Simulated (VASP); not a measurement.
# Zn (Im-3m) in VASP: notebook

Runs on Zn. Level: PBEsol. Tasks: single point, relaxation of cell and atoms.

Program: VASP 6.6.1. These are calculated values, not measurements. Logs are shortened: lines on timing, memory, paths and dates and some standing lists are left out, and cuts for length are marked.

## (1) The cell of the first run

Symmetry: Im-3m, No. 229, cubic system. Conventional cell: a = 3.060 Å, b = 3.060 Å, c = 3.060 Å, α = 90.00°, β = 90.00°, γ = 90.00°. Zn (site symmetry m-3m) has 14 Zn at 2.65 to 3.06 Å within 3.5 Å.

## (2) Single point, PBEsol

Contents of INCAR:

```
PREC = Accurate
ENCUT = 520
EDIFF = 1E-7
ISMEAR = 0
SIGMA = 0.1
LREAL = F
LASPH = T
NELM = 100
ALGO = Normal
ISIF = 2
LWAVE = F
LCHARG = F
GGA = PS
NBANDS = 12
```

Contents of KPOINTS:

```
Automatic mesh
0
Gamma
  18 18 18
```

Contents of POSCAR:

```
Zn
1.0
   -1.5300745013      1.5300745013      1.5300745013
    1.5300745013     -1.5300745013      1.5300745013
    1.5300745013      1.5300745013     -1.5300745013
Zn
1
Direct
    0.0000000000      0.0000000000      0.0000000000
```

Potentials or basis: VASP PAW PBE potentials, release 64 (Zn).

The run is started by

```sh
$ cat potpaw_PBE.64/Zn/POTCAR > POTCAR
$ mpirun -np 1 vasp_std > vasp.out
```

OUTCAR:

```text
PREC = Accurate
   ENCUT = 520
   EDIFF = 1E-7
   ISMEAR = 0
   LREAL = F
   LASPH = T
   NELM = 100
   ISIF = 2
   GGA = PS

 ion  position               nearest neighbor table
   1  0.000  0.000  0.000-

  LATTYP: Found a body centered cubic cell.
 ALAT       =     3.0601490026

  Lattice vectors:

 A1 = (  -1.5300745013,   1.5300745013,   1.5300745013)
 A2 = (   1.5300745013,  -1.5300745013,   1.5300745013)
 A3 = (   1.5300745013,   1.5300745013,  -1.5300745013)

Analysis of symmetry for initial positions (statically):
=====================================================================
 Subroutine PRICEL returns:
 Original cell was already a primitive cell.

 Routine SETGRP: Setting up the symmetry group for a
 body centered cubic supercell.

 Subroutine GETGRP returns: Found 48 space group operations
 (whereof 48 operations were pure point group operations)
 out of a pool of 48 trial point group operations.

The static configuration has the point symmetry O_h .

Analysis of symmetry for dynamics (positions and initial velocities):
=====================================================================
 Subroutine PRICEL returns:
 Original cell was already a primitive cell.

 Routine SETGRP: Setting up the symmetry group for a
 body centered cubic supercell.

 Subroutine GETGRP returns: Found 48 space group operations
 (whereof 48 operations were pure point group operations)
 out of a pool of 48 trial point group operations.

The dynamic configuration has the point symmetry O_h .

 Subroutine INISYM returns: Found 48 space group operations
 (whereof 48 operations are pure point group operations),
 and found     1 'primitive' translations

----------------------------------------------------------------------------------------

                                     Primitive cell

  volume of cell :      14.3284

  direct lattice vectors                    reciprocal lattice vectors
    -1.530074501  1.530074501  1.530074501     0.000000000  0.326781473  0.326781473
     1.530074501 -1.530074501  1.530074501     0.326781473  0.000000000  0.326781473
     1.530074501  1.530074501 -1.530074501     0.326781473  0.326781473  0.000000000

  length of vectors
     2.650166776  2.650166776  2.650166776     0.462138792  0.462138792  0.462138792

  position of ions in fractional coordinates (direct lattice)
[... 82 lines left out ...]
   NFREE  =      0    steps in history (QN), initial steepest desc. (CG)
   ISIF   =      2    stress and relaxation
   ISYM   =      2    0-nonsym 1-usesym 2-fastsym
   POTIM  = 0.5000    time-step for ionic-motion
   TEBEG  =    0.0;   TEEND  =   0.0 temperature during run
   PSTRESS=    0.0 pullay stress
   NELECT =      12.0000    total number of electrons
   NUPDOWN=      -1.0000    fix difference up-down
   EMIN   =  10.00;   EMAX   =-10.00  energy-range for DOS
   EFERMI =   0.00;   METHOD = LEGACY
   ISMEAR =     0;   SIGMA  =   0.10  broadening in eV -4-tet -1-fermi 0-gaus
   EFERMI_NEDOS =   21; number of points for ismear=-14 and -15
   IALGO  =     38    algorithm
   IMIX   =      4    mixing-type and parameters
     AMIX     =   0.40;   BMIX     =  1.00
     AMIX_MAG =   1.60;   BMIX_MAG =  1.00
  volume/ion in A,a.u.               =      14.33        96.69
  Fermi-wavevector in a.u.,A,eV,Ry     =   1.543131  2.916094 32.398899  2.381252
  Thomas-Fermi vector in A             =   2.648837
   LORBIT       =      0    0 simple, 1 ext, 2 COOP (PROOUT), +10 PAW based schemes
   GGA     = PS    functional components
   LHFCALC =     F    Hartree Fock is set to
   AEXX    =    0.0000 exact exchange contribution
   IVDW    =     0    specifies the selected vdW correction
   LEPSILON=     F    determine dielectric tensor
   LRPA    =     F    only Hartree local field effects (RPA)
 non-spin polarized calculation
 Gauss-broadening in eV      SIGMA  =   0.10
  energy-cutoff  :      520.00
  volume of cell :       14.33
 maximum number of plane-waves:       397
   NGX =  9   NGY =  9   NGZ =  9

 number of electron      11.9999987 magnetization

 Free energy of the ion-electron system (eV)
  ---------------------------------------------------
  ext. energy  EPLUGINS =         0.00000000
  ---------------------------------------------------
  free energy    TOTEN  =        -1.49162067 eV

  energy without entropy =       -1.49008582  energy(sigma->0) =       -1.49085324

 E-fermi :   3.5154     XC(G=0): -12.0306

 val. band max:        3.5085244752   @ k =   0.3889   0.1667   0.0000
 cond. band min:       3.5630635785   @ k =  -0.3889   0.5000   0.2778
 fundamental gap:      0.0545391033
 Fermi energy:         3.5153763819

 k-point     1 :       0.0000    0.0000    0.0000
  band No.  band energies     occupation
      1      -7.5041      2.00000
      2      -4.4705      2.00000
      3      -4.4705      2.00000
      4      -4.4705      2.00000
      5      -3.8973      2.00000
      6      -3.8973      2.00000
      7      23.6829      0.00000
      8      23.6829      0.00000
      9      23.6830      0.00000
     10      24.8648      0.00000
     11      24.8648      0.00000
     12      24.8648      0.00000
[... 331 lines left out ...]
 k-point    24 :       0.3889    0.1111    0.0000
  band No.  band energies     occupation
      1      -5.1283      2.00000
      2      -4.7804      2.00000
      3      -3.9597      2.00000
      4      -3.9255      2.00000
      5      -3.6676      2.00000
      6      -0.0567      2.00000
      7       4.0597      0.00000
      8      12.6581      0.00000
      9      15.8232      0.00000
     10      21.1244      0.00000
     11      24.2453      0.00000
     12      29.1002      0.00000

 [... further k-points ...]

------------------------ aborting loop because EDIFF is reached ----------------------------------------

  FORCE on cell =-STRESS in cart. coord.  units (eV):
  Direction    XX          YY          ZZ          XY          YZ          ZX
  --------------------------------------------------------------------------------------
  -------------------------------------------------------------------------------------
  Total        0.0381334      0.0381334      0.0381334      0.0000000      0.0000000      0.0000000
  in kB        4.2640125      4.2640125      4.2640125      0.0000000      0.0000000      0.0000000
  external PRESSURE =       4.2640125 kB  Pullay stress =       0.0000000 kB

 VOLUME and BASIS-vectors are now :
 -----------------------------------------------------------------------------
  energy-cutoff  :      520.00
  volume of cell :       14.33
      direct lattice vectors                 reciprocal lattice vectors
    -1.530074501  1.530074501  1.530074501     0.000000000  0.326781473  0.326781473
     1.530074501 -1.530074501  1.530074501     0.326781473  0.000000000  0.326781473
     1.530074501  1.530074501 -1.530074501     0.326781473  0.326781473  0.000000000

 POSITION                                       TOTAL-FORCE (eV/Angst)
 -----------------------------------------------------------------------------------
      0.00000      0.00000      0.00000        -0.000000      0.000000     -0.000000
 -----------------------------------------------------------------------------------
    total drift:                                0.000000     -0.000000      0.000000

  FREE ENERGIE OF THE ION-ELECTRON SYSTEM (eV)
  ---------------------------------------------------
  free  energy   TOTEN  =        -1.4916206672 eV

  energy  without entropy=       -1.4900858223  energy(sigma->0) =       -1.49085324
```

OSZICAR:

```text
N       E                     dE             d eps       ncg     rms          rms(c)
DAV:   1     0.415719643999E+02    0.41572E+02   -0.65483E+03  4836   0.160E+03
DAV:   2    -0.433543117760E+00   -0.42006E+02   -0.39795E+02  4868   0.216E+02
DAV:   3    -0.164234031865E+01   -0.12088E+01   -0.12066E+01  5396   0.361E+01
DAV:   4    -0.164472418110E+01   -0.23839E-02   -0.23837E-02  5192   0.156E+00
DAV:   5    -0.164472576290E+01   -0.15818E-05   -0.15812E-05  5296   0.392E-02    0.335E+00
DAV:   6    -0.150331474177E+01    0.14141E+00   -0.77244E-01  5224   0.179E+01    0.244E+00
DAV:   7    -0.149526141308E+01    0.80533E-02   -0.15023E-02  5172   0.244E+00    0.125E+00
DAV:   8    -0.149163249626E+01    0.36289E-02   -0.12298E-03  6072   0.498E-01    0.292E-02
DAV:   9    -0.149162162176E+01    0.10875E-04   -0.11654E-04  7184   0.181E-01    0.260E-02
DAV:  10    -0.149162074038E+01    0.88138E-06   -0.10636E-05  4936   0.571E-02    0.136E-03
DAV:  11    -0.149162066723E+01    0.73155E-07   -0.10922E-07  3664   0.517E-03
   1 F= -.14916207E+01 E0= -.14908532E+01  d E =-.153484E-02
```

It took 47 s on 1 thread of AMD EPYC 7R43 (Zen 3), shared host; peak memory 0.1 GiB.

What came out:

```yaml
Free_energy: -1.4916 eV
Pressure: 0.4 GPa
Band_gap_on_the_k_mesh: zero (band 6 reaches 7.76 eV, above the bottom of band 7 at 2.61 eV)
```

Levels at points of the mesh, in eV from the Fermi level:
| k point | band 2 | band 3 | band 4 | band 5 | band 6 | band 7 | band 8 | band 9 | band 10 | band 11 |
| --- | --- | --- | --- | --- | --- | --- | --- | --- | --- | --- |
| (0.00, 0.00, 0.00) | -7.99 | -7.99 | -7.99 | -7.41 | -7.41 | 20.17 | 20.17 | 20.17 | 21.35 | 21.35 |
| (0.50, 0.00, 0.00) | -8.34 | -7.44 | -7.37 | -7.03 | -3.02 | -0.90 | 11.84 | 13.13 | 15.85 | 17.60 |
| (0.50, 0.50, 0.50) | -8.64 | -7.12 | -7.12 | -7.12 | 4.25 | 4.25 | 4.25 | 8.30 | 8.80 | 8.80 |

Caveat: the PAW data sets were made with another functional, which shifts forces and pressure a little.

(Part 1 of 3 ends here.)
